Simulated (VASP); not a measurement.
Input of a VASP 6.6.1 run:

The input INCAR:

```
ALGO = Normal
EDIFF = 1E-6
ENCUT = 500
GGA = PS
GGA_COMPAT = F
ISIF = 2
ISMEAR = 0
LASPH = T
LCHARG = T
LELF = T
LREAL = F
LVHAR = T
LWAVE = F
NBANDS = 11
NELM = 120
PREC = Accurate
SIGMA = 0.1
```

File KPOINTS:

```
k-points
0
Gamma
  6 6 6
```

Contents of POSCAR:

```
BAs
1.0
    0.0000000000      2.3885000000      2.3885000000
    2.3885000000      0.0000000000      2.3885000000
    2.3885000000      2.3885000000      0.0000000000
B As
1 1
Direct
    0.0000000000      0.0000000000      0.0000000000
    0.7500000000      0.7500000000      0.7500000000
```

Potentials or basis: VASP PAW PBE potentials, release 64 (B, As).

Launch:

```console
$ cat potpaw_PBE.64/B/POTCAR potpaw_PBE.64/As/POTCAR > POTCAR
$ mpirun -np 1 vasp_std > vasp.out
```

(1) What does it give for the pressure?

(2) What does it give for the band gap on the k mesh?

Answers

(1) 0.1 GPa.

(2) 1.18 eV, indirect (least direct gap 3.24 eV).

Caveat: the PAW data sets were made with another functional, which shifts forces and pressure a little.
